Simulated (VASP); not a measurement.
# Rh (P6_3/mmc) in VASP: a series of runs

The runs below take Rh through single point, with LDA.

Everything below comes from runs of VASP 6.6.1. Logs are shortened: lines on timing, memory, paths and dates and some standing lists are left out, and cuts for length are marked.

## Step 1: The cell of the first run

It takes space group P6_3/mmc (No. 194, hexagonal). Conventional cell: a = 2.617 Å, b = 2.617 Å, c = 4.244 Å, α = 90.00°, β = 90.00°, γ = 120.00°. Within 3.4 Å of Rh (site symmetry -6m2) lie 12 Rh at 2.60 to 2.62 Å.

## Step 2: Single point, LDA

INCAR

```
SYSTEM = Rh
ALGO     = Normal         ! electronic algorithm
EDIFF    = 1E-6           ! SCF threshold, eV
ENCUT    = 520            ! plane-wave cutoff, eV
GGA      = CA             ! functional
ISIF     = 2              ! what is computed and relaxed
ISMEAR   = -1             ! smearing method
LASPH    = .TRUE.         ! aspherical terms in the spheres
LCHARG   = .FALSE.        ! write CHGCAR
LREAL    = .FALSE.        ! projectors in reciprocal space
LWAVE    = .FALSE.        ! write WAVECAR
NBANDS   = 22             ! bands
NELM     = 100            ! most SCF steps
PREC     = Accurate       ! precision mode
SIGMA    = 0.1            ! smearing width, eV
```

KPOINTS

```
k-points
0
G
  10 10 5
  0 0 0
```

POSCAR

```
Rh
1.0
    2.6170543602      0.0000000000      0.0000000000
   -1.3085271801      2.2664374208      0.0000000000
    0.0000000000      0.0000000000      4.2437509846
Rh
2
Direct
    0.6666666667      0.3333333333      0.7500000000
    0.3333333333      0.6666666667      0.2500000000
```

Potentials or basis: VASP PAW LDA potentials, release 64 (Rh_pv).

Launch:

```bash
$ cat potpaw_LDA.64/Rh_pv/POTCAR > POTCAR
$ mpirun -np 1 vasp_std > vasp.out
```

OUTCAR:

```text
SYSTEM = Rh
   EDIFF = 1E-6
   ENCUT = 520
   GGA = CA
   ISIF = 2
   ISMEAR = -1
   LASPH = .TRUE.
   LREAL = .FALSE.
   NELM = 100
   PREC = Accurate

 ion  position               nearest neighbor table
   1  0.667  0.333  0.750-   2 2.60   2 2.60   2 2.60   2 2.60   2 2.60   2 2.60
   2  0.333  0.667  0.250-   1 2.60   1 2.60   1 2.60   1 2.60   1 2.60   1 2.60

  LATTYP: Found a hexagonal cell.
 ALAT       =     2.6170543602
 C/A-ratio  =     1.6215754052

  Lattice vectors:

 A1 = (   2.6170543602,   0.0000000000,   0.0000000000)
 A2 = (  -1.3085271801,   2.2664374208,   0.0000000000)
 A3 = (   0.0000000000,   0.0000000000,   4.2437509846)

Analysis of symmetry for initial positions (statically):
=====================================================================
 Subroutine PRICEL returns:
 Original cell was already a primitive cell.

 Routine SETGRP: Setting up the symmetry group for a
 hexagonal supercell.

 Subroutine GETGRP returns: Found 24 space group operations
 (whereof 12 operations were pure point group operations)
 out of a pool of 24 trial point group operations.

The static configuration has the point symmetry D_3d.
 The point group associated with its full space group is D_6h.

Analysis of symmetry for dynamics (positions and initial velocities):
=====================================================================
 Subroutine PRICEL returns:
 Original cell was already a primitive cell.

 Routine SETGRP: Setting up the symmetry group for a
 hexagonal supercell.

 Subroutine GETGRP returns: Found 24 space group operations
 (whereof 12 operations were pure point group operations)
 out of a pool of 24 trial point group operations.

The dynamic configuration has the point symmetry D_3d.
 The point group associated with its full space group is D_6h.

 Subroutine INISYM returns: Found 24 space group operations
 (whereof 12 operations are pure point group operations),
 and found     1 'primitive' translations

----------------------------------------------------------------------------------------

                                     Primitive cell

  volume of cell :      25.1713

  direct lattice vectors                    reciprocal lattice vectors
     2.617054360  0.000000000  0.000000000     0.382108991  0.220610547  0.000000000
    -1.308527180  2.266437421  0.000000000     0.000000000  0.441221095  0.000000000
     0.000000000  0.000000000  4.243750985     0.000000000  0.000000000  0.235640593

  length of vectors
     2.617054360  2.617055973  4.243750985     0.441221367  0.441221095  0.235640593

  position of ions in fractional coordinates (direct lattice)
     0.666666667  0.333333333  0.750000000
     0.333333333  0.666666667  0.250000000

  ion indices of the primitive-cell ions
   primitive index   ion index
                 1           1
                 2           2

----------------------------------------------------------------------------------------

 KPOINTS: k-points

Automatic generation of k-mesh.
 Grid dimensions read from file:
 generate k-points for:   10   10    5

 Generating k-lattice:

  Cartesian coordinates                     Fractional coordinates (reciprocal lattice)
     0.038210899  0.022061055  0.000000000     0.100000000  0.000000000  0.000000000
     0.000000000  0.044122109  0.000000000     0.000000000  0.100000000  0.000000000
     0.000000000  0.000000000  0.047128119     0.000000000  0.000000000  0.200000000

  Length of vectors
     0.044122137  0.044122109  0.047128119

  Shift w.r.t. Gamma in fractional coordinates (k-lattice)
     0.000000000  0.000000000  0.000000000

 Subroutine IBZKPT returns following result:
 ===========================================

 Found     42 irreducible k-points:

 Following reciprocal coordinates:
            Coordinates               Weight
  0.000000  0.000000  0.000000      1.000000
  0.100000  0.000000  0.000000      6.000000
  0.200000  0.000000  0.000000      6.000000
  0.300000 -0.000000  0.000000      6.000000
  0.400000  0.000000  0.000000      6.000000
  0.500000 -0.000000  0.000000      3.000000
[... 16 lines left out ...]
  0.300000  0.100000  0.200000     24.000000
  0.400000  0.100000  0.200000     24.000000
 [... further k-points ...]
   k-points           NKPTS =     42   k-points in BZ     NKDIM =     42   number of bands    NBANDS=     22
   number of dos      NEDOS =    301   number of ions     NIONS =      2
   total plane-waves  NPLWV =  12800
   dimension x,y,z NGX =    20 NGY =   20 NGZ =   32
   dimension x,y,z NGXF=    40 NGYF=   40 NGZF=   64
   ions per type =               2
   NGX,Y,Z   is equivalent  to a cutoff of  12.70, 12.70, 12.54 a.u.
   NGXF,Y,Z  is equivalent  to a cutoff of  25.41, 25.41, 25.07 a.u.
 SYSTEM =  Rh
   PREC   = accura    normal or accurate (medium, high low for compatibility)
   ISTART =      0    job   : 0-new  1-cont  2-samecut
   ICHARG =      2    charge: 1-file 2-atom 10-const
   ISPIN  =      1    spin polarized calculation?
   LNONCOLLINEAR =      F non collinear calculations
   LSORBIT =      F    spin-orbit coupling
   LASPH  =      T    aspherical Exc in radial PAW
   ENCUT  =  520.0 eV  38.22 Ry    6.18 a.u.   4.87  4.87  7.89*2*pi/ulx,y,z
   NELM   =    100;   NELMIN=  2; NELMDL= -5     # of ELM steps
   EDIFF  = 0.1E-05   stopping-criterion for ELM
   LREAL  =      F    real-space projection
   EDIFFG = 0.1E-04   stopping-criterion for IOM
   NSW    =      0    number of steps for IOM
   IBRION =     -1    ionic relax: 0-MD 1-quasi-New 2-CG
   NFREE  =      0    steps in history (QN), initial steepest desc. (CG)
   ISIF   =      2    stress and relaxation
   ISYM   =      2    0-nonsym 1-usesym 2-fastsym
   POTIM  = 0.5000    time-step for ionic-motion
   TEBEG  =    0.0;   TEEND  =   0.0 temperature during run
   PSTRESS=    0.0 pullay stress
   NELECT =      30.0000    total number of electrons
   NUPDOWN=      -1.0000    fix difference up-down
   EMIN   =  10.00;   EMAX   =-10.00  energy-range for DOS
   EFERMI =   0.00;   METHOD = LEGACY
   ISMEAR =    -1;   SIGMA  =   0.10  broadening in eV -4-tet -1-fermi 0-gaus
   EFERMI_NEDOS =   21; number of points for ismear=-14 and -15
   IALGO  =     38    algorithm
   IMIX   =      4    mixing-type and parameters
     AMIX     =   0.40;   BMIX     =  1.00
     AMIX_MAG =   1.60;   BMIX_MAG =  1.00
  volume/ion in A,a.u.               =      12.59        84.93
  Fermi-wavevector in a.u.,A,eV,Ry     =   1.735721  3.280036 40.990621  3.012726
  Thomas-Fermi vector in A             =   2.809272
   LORBIT       =      0    0 simple, 1 ext, 2 COOP (PROOUT), +10 PAW based schemes
   GGA     = CA    functional components
   LHFCALC =     F    Hartree Fock is set to
   AEXX    =    0.0000 exact exchange contribution
   IVDW    =     0    specifies the selected vdW correction
   LEPSILON=     F    determine dielectric tensor
   LRPA    =     F    only Hartree local field effects (RPA)
 non-spin polarized calculation
  energy-cutoff  :      520.00
  volume of cell :       25.17
 maximum number of plane-waves:       692
 NGX is ok and might be reduce to    20
   NGX =  9   NGY =  9   NGZ = 15

 number of electron      29.9999998 magnetization

 Free energy of the ion-electron system (eV)
  ---------------------------------------------------
  ext. energy  EPLUGINS =         0.00000000
  ---------------------------------------------------
  free energy    TOTEN  =       -17.23532487 eV

  energy without entropy =      -17.13475072  energy(sigma->0) =      -17.18503780

 E-fermi :  13.5341     XC(G=0): -14.9195

 val. band max:       13.5225254072   @ k =   0.3000   0.1000   0.4000
 cond. band min:      13.5728976426   @ k =   0.4000   0.0000   0.0000
 fundamental gap:      0.0503722354
 Fermi energy:        13.5341429018

 k-point     1 :       0.0000    0.0000    0.0000
  band No.  band energies     occupation
      1     -33.8893      2.00000
      2     -33.0103      2.00000
      3     -33.0103      2.00000
      4     -32.8678      2.00000
      5     -32.8678      2.00000
      6     -32.8629      2.00000
[... 14 lines left out ...]
     21      31.5883      0.00000
     22      32.4021      0.00000

 k-point     2 :       0.1000    0.0000    0.0000
  band No.  band energies     occupation
      1     -33.8575      2.00000
      2     -33.0833      2.00000
      3     -33.0337      2.00000
      4     -32.9432      2.00000
      5     -32.8791      2.00000
      6     -32.8758      2.00000
[... 14 lines left out ...]
     21      32.0334      0.00000
     22      32.8326      0.00000

 k-point     3 :       0.2000    0.0000    0.0000
  band No.  band energies     occupation
      1     -33.7686      2.00000
      2     -33.2745      2.00000
      3     -33.1357      2.00000
      4     -33.0927      2.00000
      5     -32.9150      2.00000
      6     -32.9106      2.00000
[... 14 lines left out ...]
     21      32.0171      0.00000
     22      32.7357      0.00000

 k-point     4 :       0.3000   -0.0000    0.0000
  band No.  band energies     occupation
      1     -33.6415      2.00000
      2     -33.5103      2.00000
      3     -33.3642      2.00000
      4     -33.1625      2.00000
      5     -32.9803      2.00000
      6     -32.9518      2.00000
[... 14 lines left out ...]
     21      30.0520      0.00000
     22      30.1294      0.00000

 k-point     5 :       0.4000    0.0000    0.0000
  band No.  band energies     occupation
      1     -33.7002      2.00000
      2     -33.5425      2.00000
      3     -33.5099      2.00000
      4     -33.2172      2.00000
      5     -33.0618      2.00000
      6     -32.9862      2.00000
[... 417 lines left out ...]
 k-point    22 :       0.2000    0.1000    0.2000
  band No.  band energies     occupation
      1     -33.6709      2.00000
      2     -33.3703      2.00000
      3     -33.3136      2.00000
      4     -33.1303      2.00000
      5     -32.9898      2.00000
      6     -32.9627      2.00000
[... 14 lines left out ...]
     21      30.0801      0.00000
     22      31.0185      0.00000

 k-point    23 :       0.3000    0.1000    0.2000
  band No.  band energies     occupation
      1     -33.6940      2.00000
      2     -33.5472      2.00000
      3     -33.3872      2.00000
      4     -33.2055      2.00000
      5     -33.0538      2.00000
      6     -33.0067      2.00000
[... 14 lines left out ...]
     21      28.2734      0.00000
     22      29.4225      0.00000

 k-point    24 :       0.4000    0.1000    0.2000
  band No.  band energies     occupation
      1     -33.7816      2.00000
      2     -33.6432      2.00000
      3     -33.3609      2.00000
      4     -33.2350      2.00000
      5     -33.1101      2.00000
      6     -33.0419      2.00000
[... 14 lines left out ...]
     21      26.9911      0.00000
     22      28.8239      0.00000

 [... further k-points ...]
[... 5 lines left out ...]
  --------------------------------------------------------------------------------------
  -------------------------------------------------------------------------------------
  Total        3.2360460      3.2360513      3.3214260      0.0000000      0.0000000      0.0000000
  in kB      205.9770821    205.9774205    211.4115920      0.0000000      0.0000000      0.0000000
  external PRESSURE =     207.7886982 kB  Pullay stress =       0.0000000 kB

 VOLUME and BASIS-vectors are now :
 -----------------------------------------------------------------------------
  energy-cutoff  :      520.00
  volume of cell :       25.17
      direct lattice vectors                 reciprocal lattice vectors
     2.617054360  0.000000000  0.000000000     0.382108991  0.220610547  0.000000000
    -1.308527180  2.266437421  0.000000000     0.000000000  0.441221095  0.000000000
     0.000000000  0.000000000  4.243750985     0.000000000  0.000000000  0.235640593

 POSITION                                       TOTAL-FORCE (eV/Angst)
 -----------------------------------------------------------------------------------
      1.30853      0.75548      3.18281         0.000000     -0.000000      0.000000
     -0.00000      1.51096      1.06094        -0.000000      0.000000      0.000000
 -----------------------------------------------------------------------------------
    total drift:                                0.000000     -0.000000      0.000000

  FREE ENERGIE OF THE ION-ELECTRON SYSTEM (eV)
  ---------------------------------------------------
  free  energy   TOTEN  =       -17.2353248699 eV

  energy  without entropy=      -17.1347507237  energy(sigma->0) =      -17.18503780
```

Run time: 21 s. Hardware: 1 thread of AMD EPYC 7R43 (Zen 3), shared host; peak memory 0.1 GiB.

Results:

* Free energy: -17.2353 eV
* Pressure: 20.8 GPa
* Band gap on the k mesh: zero (band 15 reaches 14.29 eV, above the bottom of band 16 at 11.60 eV)

Stress tensor (GPa, compression positive):
```
20.60  0.00  0.00
 0.00 20.60  0.00
 0.00  0.00 21.14
```

(Part 1 of 3 ends here.)
